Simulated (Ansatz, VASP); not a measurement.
Two plane-wave programs on KF

The input INCAR:

```
SYSTEM = KF
  PREC = Accurate
  ENCUT = 520
  EDIFF = 1E-6
  ISMEAR = 0
  SIGMA = 0.01
  LREAL = .FALSE.
  LASPH = .TRUE.
  NELM = 100
  ALGO = Normal
  ISIF = 2
  LWAVE = .FALSE.
  LCHARG = .TRUE.
  GGA = PE
  LELF = .TRUE.
  LVHAR = .TRUE.
  NBANDS = 15
```

KPOINTS

```
regular mesh
0
G
  6 6 6
  0 0 0
```

Contents of POSCAR:

```
KF
1.0
    3.1921954573      0.0000000000      0.0000000000
    0.0000000000      3.1921954573      0.0000000000
    0.0000000000      0.0000000000      3.1921954573
K F
1 1
Direct
    0.0000000000      0.0000000000      0.0000000000
    0.5000000000      0.5000000000      0.5000000000
```

Input for Ansatz:

```yaml
crystal:
  lattice:
    - [3.1921954573, 0.0, 0.0]
    - [0.0, 3.1921954573, 0.0]
    - [0.0, 0.0, 3.1921954573]
  atoms:
    - { symbol: K, position: [0.0, 0.0, 0.0] }
    - { symbol: F, position: [0.5, 0.5, 0.5] }
kpoints:
  mp_grid: { grid: [6, 6, 6] }
hamiltonian:
  xc: pbe
scf:
  occupations: { method: fixed }
  n_extra_bands: 4
output:
  forces: true
  stress: true
  eigenvalues: true
```

Alike in both runs: task single point; functional PBE; k mesh 6 × 6 × 6; no spin polarisation.

|  | VASP | Ansatz |
| --- | --- | --- |
| version | VASP 6.6.1 | Ansatz 0.2.0 |
| potentials or method | VASP PAW PBE potentials, release 64 (K_sv, F) | plane waves, PAW |
| plane-wave cutoff (eV) | 520 | 420 |
| occupations | gaussian, width 0.01 eV | fixed |
| valence electrons in the cell | 16 | 16 |

VASP gave:

- gap on the k mesh at the Fermi level (eV): 6.70
- pressure (GPa): 2.4

**Question.** What did Ansatz give for the same quantities?

**Answer.** gap on the k mesh at the Fermi level (eV): 6.72; pressure (GPa): 2.4.
